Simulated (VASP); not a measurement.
# BaTiO3 (R3m) in VASP: notebook

BaTiO3 is run at these levels: PBE; tasks: single point.

Program: VASP 6.6.1. These are calculated values, not measurements. Logs are shortened: lines on timing, memory, paths and dates and some standing lists are left out, and cuts for length are marked.

### 1 The cell of the first run

The structure is trigonal, space group R3m (No. 160). Conventional cell: a = 5.655 Å, b = 5.655 Å, c = 6.745 Å, α = 90.00°, β = 90.00°, γ = 120.00°. Ba (site symmetry 3m) has 12 O at 2.74 to 2.83 Å and 8 Ti at 3.32 to 3.47 Å within 3.6 Å. Ti (site symmetry 3m) has 6 O at 1.91 to 2.06 Å within 2.5 Å. O (site symmetry m) has 2 Ti at 1.91 to 2.06 Å within 2.5 Å.

### 2 Single point, PBE (z stretched by -3 %, then relaxed in part)

File INCAR:

```
SYSTEM = BaTiO3
PREC = Accurate ; ENCUT = 910
EDIFF = 1E-6 ; ISMEAR = -1
SIGMA = 0.02 ; LREAL = .False.
LASPH = .True. ; NELM = 120
ALGO = Normal ; ISIF = 2
LWAVE = .False. ; LCHARG = .True.
GGA = PE ; LELF = .True.
LVHAR = .True. ; NBANDS = 28
GGA_COMPAT = .False.
```

File KPOINTS:

```
regular mesh
0
Gamma
  8 8 8
  0 0 0
```

File POSCAR:

```
BaTiO3
1.0
    2.8276671207      1.6325543733      2.2482000523
   -2.8276671207      1.6325543733      2.2482000523
    0.0000000000     -3.2651087466      2.2482000523
Ba Ti O
1 1 3
Direct
    0.0005096766      0.0005096766      0.0005096766
    0.4922986159      0.4922986159      0.4922986159
    0.5079921629      0.5079921629      0.0125073816
    0.0125073816      0.5079921629      0.5079921629
    0.5079921629      0.0125073816      0.5079921629
```

Potentials or basis: VASP PAW PBE potentials, release 64 (Ba_sv, Ti_sv, O_h).

Started as:

```bash
cat potpaw_PBE.64/Ba_sv/POTCAR potpaw_PBE.64/Ti_sv/POTCAR potpaw_PBE.64/O_h/POTCAR > POTCAR
mpirun -np 1 vasp_std > vasp.out
```

OUTCAR:

```text
SYSTEM = BaTiO3
   PREC = Accurate
   ENCUT = 910
   EDIFF = 1E-6
   ISMEAR = -1
   LREAL = .False.
   LASPH = .True.
   NELM = 120
   ISIF = 2
   GGA = PE

 ion  position               nearest neighbor table
   1  0.001  0.001  0.001-   3 2.74   4 2.74   5 2.74   3 2.82   4 2.82   5 2.82   4 2.83   5 2.83
                             5 2.83   4 2.83   3 2.83   3 2.83   2 3.32   2 3.43   2 3.44   2 3.44
   2  0.492  0.492  0.492-   3 1.91   4 1.91   5 1.91   3 2.06   4 2.06   5 2.06   1 3.32   1 3.43
                             1 3.44   1 3.44   1 3.44   1 3.47   1 3.47   1 3.47
   3  0.508  0.508  0.013-   2 1.91   2 2.06   1 2.74   1 2.82   1 2.83   1 2.83
   4  0.013  0.508  0.508-   2 1.91   2 2.06   1 2.74   1 2.82   1 2.83   1 2.83
   5  0.508  0.013  0.508-   2 1.91   2 2.06   1 2.74   1 2.82   1 2.83   1 2.83

  LATTYP: Found a trigonal (rhomboedric) cell.
 ALAT       =     3.9642576357
 COS(alpha) =    -0.0175665377

  Lattice vectors:

 A1 = (   2.8276671207,   1.6325543733,   2.2482000523)
 A2 = (  -2.8276671207,   1.6325543733,   2.2482000523)
 A3 = (   0.0000000000,  -3.2651087466,   2.2482000523)

Analysis of symmetry for initial positions (statically):
=====================================================================
 Subroutine PRICEL returns:
 Original cell was already a primitive cell.

 Routine SETGRP: Setting up the symmetry group for a
 trigonal (rhombohedral) supercell.

 Subroutine GETGRP returns: Found  6 space group operations
 (whereof  6 operations were pure point group operations)
 out of a pool of 12 trial point group operations.

The static configuration has the point symmetry C_3v.

Analysis of symmetry for dynamics (positions and initial velocities):
=====================================================================
 Subroutine PRICEL returns:
 Original cell was already a primitive cell.

 Routine SETGRP: Setting up the symmetry group for a
 trigonal (rhombohedral) supercell.

 Subroutine GETGRP returns: Found  6 space group operations
 (whereof  6 operations were pure point group operations)
 out of a pool of 12 trial point group operations.

The dynamic configuration has the point symmetry C_3v.

 Subroutine INISYM returns: Found  6 space group operations
 (whereof  6 operations are pure point group operations),
 and found     1 'primitive' translations

[... 94 lines left out ...]
   ISPIN  =      1    spin polarized calculation?
   LNONCOLLINEAR =      F non collinear calculations
   LSORBIT =      F    spin-orbit coupling
   LASPH  =      T    aspherical Exc in radial PAW
   ENCUT  =  910.0 eV  66.88 Ry    8.18 a.u.   9.75  9.75  9.75*2*pi/ulx,y,z
   NELM   =    120;   NELMIN=  2; NELMDL= -5     # of ELM steps
   EDIFF  = 0.1E-05   stopping-criterion for ELM
   LREAL  =      F    real-space projection
   EDIFFG = 0.1E-04   stopping-criterion for IOM
   NSW    =      0    number of steps for IOM
   IBRION =     -1    ionic relax: 0-MD 1-quasi-New 2-CG
   NFREE  =      0    steps in history (QN), initial steepest desc. (CG)
   ISIF   =      2    stress and relaxation
   ISYM   =      2    0-nonsym 1-usesym 2-fastsym
   POTIM  = 0.5000    time-step for ionic-motion
   TEBEG  =    0.0;   TEEND  =   0.0 temperature during run
   PSTRESS=    0.0 pullay stress
   NELECT =      40.0000    total number of electrons
   NUPDOWN=      -1.0000    fix difference up-down
   EMIN   =  10.00;   EMAX   =-10.00  energy-range for DOS
   EFERMI =   0.00;   METHOD = LEGACY
   ISMEAR =    -1;   SIGMA  =   0.02  broadening in eV -4-tet -1-fermi 0-gaus
   EFERMI_NEDOS =   21; number of points for ismear=-14 and -15
   IALGO  =     38    algorithm
   IMIX   =      4    mixing-type and parameters
     AMIX     =   0.40;   BMIX     =  1.00
     AMIX_MAG =   1.60;   BMIX_MAG =  1.00
  volume/ion in A,a.u.               =      12.45        84.04
  Fermi-wavevector in a.u.,A,eV,Ry     =   1.412540  2.669314 27.147290  1.995269
  Thomas-Fermi vector in A             =   2.534278
   LORBIT       =      0    0 simple, 1 ext, 2 COOP (PROOUT), +10 PAW based schemes
   GGA     = PE    functional components
   LHFCALC =     F    Hartree Fock is set to
   AEXX    =    0.0000 exact exchange contribution
   IVDW    =     0    specifies the selected vdW correction
   LEPSILON=     F    determine dielectric tensor
   LRPA    =     F    only Hartree local field effects (RPA)
 non-spin polarized calculation
  energy-cutoff  :      910.00
  volume of cell :       62.27
 maximum number of plane-waves:      3901
   NGX = 19   NGY = 19   NGZ = 19

 number of electron      39.9999998 magnetization

 Free energy of the ion-electron system (eV)
  ---------------------------------------------------
  ext. energy  EPLUGINS =         0.00000000
  ---------------------------------------------------
  free energy    TOTEN  =       -39.89408314 eV

  energy without entropy =      -39.89408314  energy(sigma->0) =      -39.89408314

 E-fermi :   4.9276     XC(G=0): -11.4122

 val. band max:        4.4391117424   @ k =   0.5000   0.5000   0.5000
 cond. band min:       6.4978164175   @ k =   0.0000   0.0000   0.0000
 fundamental gap:      2.0587046750
 Fermi energy:         4.9276280816

 k-point     1 :       0.0000    0.0000    0.0000
  band No.  band energies     occupation
      1     -51.9679      2.00000
      2     -28.2275      2.00000
      3     -28.2051      2.00000
      4     -28.2051      2.00000
      5     -20.3319      2.00000
      6     -12.5245      2.00000
[... 733 lines left out ...]
     27      12.1003      0.00000
     28      13.2534      0.00000

 [... further k-points ...]
[... 5 lines left out ...]
  --------------------------------------------------------------------------------------
  -------------------------------------------------------------------------------------
  Total        3.0746934      3.0746934      5.8950851      0.0000000      0.0000000     -0.0000000
  in kB       79.1097941     79.1097941    151.6765783      0.0000000      0.0000000     -0.0000000
  external PRESSURE =     103.2987221 kB  Pullay stress =       0.0000000 kB

 VOLUME and BASIS-vectors are now :
 -----------------------------------------------------------------------------
  energy-cutoff  :      910.00
  volume of cell :       62.27
      direct lattice vectors                 reciprocal lattice vectors
     2.827667121  1.632554373  2.248200052     0.176824208  0.102089504  0.148266758
    -2.827667121  1.632554373  2.248200052    -0.176824208  0.102089504  0.148266758
     0.000000000 -3.265108747  2.248200052     0.000000000 -0.204179009  0.148266758

 POSITION                                       TOTAL-FORCE (eV/Angst)
 -----------------------------------------------------------------------------------
      0.00000      0.00000      0.00344         0.000000     -0.000000      0.029698
      0.00000      0.00000      3.32036         0.000000     -0.000000      0.018095
      0.00000      1.61781      2.31226         0.000000      0.004896     -0.015931
     -1.40107     -0.80891      2.31226        -0.004240     -0.002448     -0.015931
      1.40107     -0.80891      2.31226         0.004240     -0.002448     -0.015931
 -----------------------------------------------------------------------------------
    total drift:                                0.000000      0.000004      0.002556

  FREE ENERGIE OF THE ION-ELECTRON SYSTEM (eV)
  ---------------------------------------------------
  free  energy   TOTEN  =       -39.8940831407 eV

  energy  without entropy=      -39.8940831407  energy(sigma->0) =      -39.89408314
```

OSZICAR:

```text
N       E                     dE             d eps       ncg     rms          rms(c)
DAV:   1     0.603050256761E+03    0.60305E+03   -0.28913E+04  3640   0.236E+03
DAV:   2     0.622885049210E+02   -0.54076E+03   -0.51488E+03  3824   0.549E+02
DAV:   3    -0.439335072092E+02   -0.10622E+03   -0.10139E+03  5520   0.194E+02
DAV:   4    -0.503042178286E+02   -0.63707E+01   -0.63439E+01  4800   0.475E+01
DAV:   5    -0.505628255446E+02   -0.25861E+00   -0.25842E+00  5628   0.866E+00    0.242E+01
DAV:   6    -0.399160394013E+02    0.10647E+02   -0.54720E+01  5476   0.680E+01    0.995E+00
DAV:   7    -0.400219587746E+02   -0.10592E+00   -0.10134E+01  5076   0.226E+01    0.723E+00
DAV:   8    -0.398786642579E+02    0.14329E+00   -0.71106E-01  4480   0.756E+00    0.362E+00
DAV:   9    -0.399127179989E+02   -0.34054E-01   -0.30849E-01  5384   0.480E+00    0.137E+00
DAV:  10    -0.398970993506E+02    0.15619E-01   -0.10839E-01  4232   0.356E+00    0.619E-01
DAV:  11    -0.398941396468E+02    0.29597E-02   -0.15827E-02  4828   0.755E-01    0.147E-01
DAV:  12    -0.398944535487E+02   -0.31390E-03   -0.31906E-03  4904   0.556E-01    0.160E-01
DAV:  13    -0.398940856256E+02    0.36792E-03   -0.95033E-04  4580   0.336E-01    0.287E-02
DAV:  14    -0.398940827124E+02    0.29132E-05   -0.84326E-05  5772   0.810E-02    0.952E-03
DAV:  15    -0.398940848835E+02   -0.21711E-05   -0.22505E-05  4228   0.497E-02    0.118E-02
DAV:  16    -0.398940831059E+02    0.17776E-05   -0.43161E-06  3984   0.237E-02    0.281E-03
DAV:  17    -0.398940831407E+02   -0.34846E-07   -0.52336E-07  2432   0.613E-03
   1 F= -.39894083E+02 E0= -.39894083E+02  d E =-.114830E-12
```

stdout:

```text
POSCAR found type information on POSCAR BaTiO
 POSCAR found :  3 types and       5 ions
 scaLAPACK will be used
 LDA part: xc-table for (Slater+PW92), standard interpolation
 POSCAR, INCAR and KPOINTS ok, starting setup
 FFT: planning ... GRIDC
 FFT: planning ... GRID_SOFT
 FFT: planning ... GRID
 WAVECAR not read
 entering main loop
```

Wall time 2.7 min (1 thread of Intel Xeon 6975P-C (Granite Rapids), shared host); peak memory 0.42 GiB.

What came out:

| Property | Result |
| --- | --- |
| Free energy | -39.8941 eV |
| Pressure | 10.3 GPa |
| Largest force | 0.030 eV/Å |
| Band gap on the k mesh | 2.06 eV (least direct gap 2.29 eV) |

Forces on the atoms (eV/Å):
```
Ba   0.000  0.000  0.030
Ti   0.000  0.000  0.018
O    0.000  0.005 -0.016
O   -0.004 -0.002 -0.016
O    0.004 -0.002 -0.016
```

Levels at points of the mesh, in eV from the valence-band top:
```csv
k point,band 18,band 19,band 20,band 21,band 22,band 23
"(0.00, 0.00, 0.00)",-0.31,-0.31,-0.24,2.06,2.07,2.07
"(0.50, 0.00, 0.00)",-1.74,-0.87,-0.78,2.23,3.70,3.77
"(0.50, 0.50, 0.00)",-0.91,-0.86,-0.12,3.72,3.77,4.15
"(0.50, 0.50, 0.50)",-0.05,-0.05,0.00,4.32,4.45,4.45
```

Caveat: the cell differs from its parent crystal (z stretched by -3 %, then relaxed in part); the cutoff is under 1.25 times the usual one of these potentials, so pressure, stress and relaxed cells hold a basis-set (Pulay) error; the cell stands under pressure; spin-orbit coupling is left out, which moves the levels of the heavy elements.

### 3 Single point, PBE (z stretched by -1 %, then relaxed in part)

File INCAR:

```
SYSTEM = BaTiO3
ALGO = Normal ; EDIFF = 1E-6
ENCUT = 910 ; GGA = PE
GGA_COMPAT = .FALSE. ; ISIF = 2
ISMEAR = -1 ; LASPH = .TRUE.
LCHARG = .FALSE. ; LREAL = .FALSE.
LWAVE = .FALSE. ; NBANDS = 28
NELM = 120 ; PREC = Accurate
SIGMA = 0.02
```

File KPOINTS:

```
k-points
0
G
  8 8 8
  0 0 0
```

File POSCAR:

```
BaTiO3
1.0
    2.8276671207      1.6325543733      2.2945546926
   -2.8276671207      1.6325543733      2.2945546926
    0.0000000000     -3.2651087466      2.2945546926
Ba Ti O
1 1 3
Direct
   -0.0011523806     -0.0011523806     -0.0011523806
    0.4879955815      0.4879955815      0.4879955815
    0.5095368741      0.5095368741      0.0153830508
    0.0153830508      0.5095368741      0.5095368741
    0.5095368741      0.0153830508      0.5095368741
```

Potentials or basis: VASP PAW PBE potentials, release 64 (Ba_sv, Ti_sv, O_h).

Started as:

```bash
cat potpaw_PBE.64/Ba_sv/POTCAR potpaw_PBE.64/Ti_sv/POTCAR potpaw_PBE.64/O_h/POTCAR > POTCAR
mpirun -np 1 vasp_std > vasp.out
```

Run time: 3.6 min. Hardware: 1 thread of Intel Xeon Platinum 8259CL at 2.50GHz (Skylake/Cascade Lake), shared host; peak memory 0.42 GiB.

It converged, with:

| Property | Result |
| --- | --- |
| Free energy | -39.9908 eV |
| Pressure | 7.3 GPa |
| Largest force | 0.036 eV/Å |
| Band gap on the k mesh | 2.24 eV (least direct gap 2.60 eV) |

Forces on the atoms (eV/Å):
```
Ba   0.000  0.000  0.036
Ti   0.000  0.000  0.036
O    0.000  0.002 -0.024
O   -0.002 -0.001 -0.024
O    0.002 -0.001 -0.024
```

Stress tensor (GPa, compression positive):
```
6.56 0.00 0.00
0.00 6.56 0.00
0.00 0.00 8.79
```

Levels at points of the mesh, in eV from the valence-band top:
```csv
k point,band 16,band 17,band 18,band 19,band 20,band 21,band 22,band 23,band 24,band 25
"(0.00, 0.00, 0.00)",-1.27,-1.12,-0.42,-0.36,-0.36,2.24,2.24,2.34,4.38,4.38
"(0.50, 0.00, 0.00)",-2.07,-1.78,-1.67,-0.89,-0.83,2.41,3.72,3.81,4.36,6.16
"(0.50, 0.50, 0.00)",-2.74,-1.64,-0.88,-0.87,-0.10,3.78,3.80,4.15,5.04,7.86
"(0.50, 0.50, 0.50)",-2.41,-2.32,-0.03,-0.03,0.00,4.30,4.44,4.44,6.70,6.70
```

Caveat: the cell differs from its parent crystal (z stretched by -1 %, then relaxed in part); the cutoff is under 1.25 times the usual one of these potentials, so pressure, stress and relaxed cells hold a basis-set (Pulay) error; the cell stands under pressure; spin-orbit coupling is left out, which moves the levels of the heavy elements. A k mesh can miss the band edges.

### 4 Single point, PBE (12.07 Å³/atom)

This run uses another cell than the first one, of 12.07 Å³/atom.

INCAR is that of step 3.

KPOINTS is that of step 3.

File POSCAR:

```
BaTiO3
1.0
    2.7699434315      1.5992275858      2.2704180834
   -2.7699434315      1.5992275858      2.2704180834
    0.0000000000     -3.1984551716      2.2704180834
Ba Ti O
1 1 3
Direct
    0.0025509934      0.0025509934      0.0025509934
    0.4986397109      0.4986397109      0.4986397109
    0.5064318393      0.5064318393      0.0072456170
    0.0072456170      0.5064318393      0.5064318393
    0.5064318393      0.0072456170      0.5064318393
```

Started as:

```bash
cat potpaw_PBE.64/Ba_sv/POTCAR potpaw_PBE.64/Ti_sv/POTCAR potpaw_PBE.64/O_h/POTCAR > POTCAR
mpirun -np 1 vasp_std > vasp.out
```

Run time: 1.8 min. Hardware: 1 thread of Intel Xeon 6975P-C (Granite Rapids), shared host; peak memory 0.42 GiB.

The run converged. Its results:

```
Free energy            : -39.7577 eV
Pressure               : 16.2 GPa
Largest force          : 0.020 eV/Å
Band gap on the k mesh : 1.92 eV (least direct gap 2.02 eV)
```

Forces in eV/Å, atoms in the order of the input:
```
Ba   0.000  0.000  0.020
Ti   0.000  0.000  0.006
O    0.000 -0.009 -0.009
O    0.008  0.005 -0.009
O   -0.008  0.005 -0.009
```

Stress tensor (GPa, compression positive):
```
16.51  0.00  0.00
 0.00 16.51  0.00
 0.00  0.00 15.53
```

Levels at points of the mesh, in eV from the valence-band top:
```tsv
k point	band 16	band 17	band 18	band 19	band 20	band 21	band 22	band 23	band 24	band 25
(0.00, 0.00, 0.00)	-1.22	-1.18	-0.14	-0.10	-0.10	1.92	1.92	1.96	4.38	4.38
(0.50, 0.00, 0.00)	-2.05	-1.88	-1.87	-0.74	-0.70	2.12	3.83	3.83	4.39	6.55
(0.50, 0.50, 0.00)	-2.91	-1.67	-0.84	-0.82	-0.10	3.84	3.85	4.27	5.30	8.19
(0.50, 0.50, 0.50)	-2.35	-2.35	0.00	0.00	0.00	4.57	4.57	4.57	6.99	6.99
```

Caveat: the cutoff is under 1.25 times the usual one of these potentials, so pressure, stress and relaxed cells hold a basis-set (Pulay) error; the cell stands under pressure; spin-orbit coupling is left out, which moves the levels of the heavy elements.

(Part 1 of 2 ends here.)
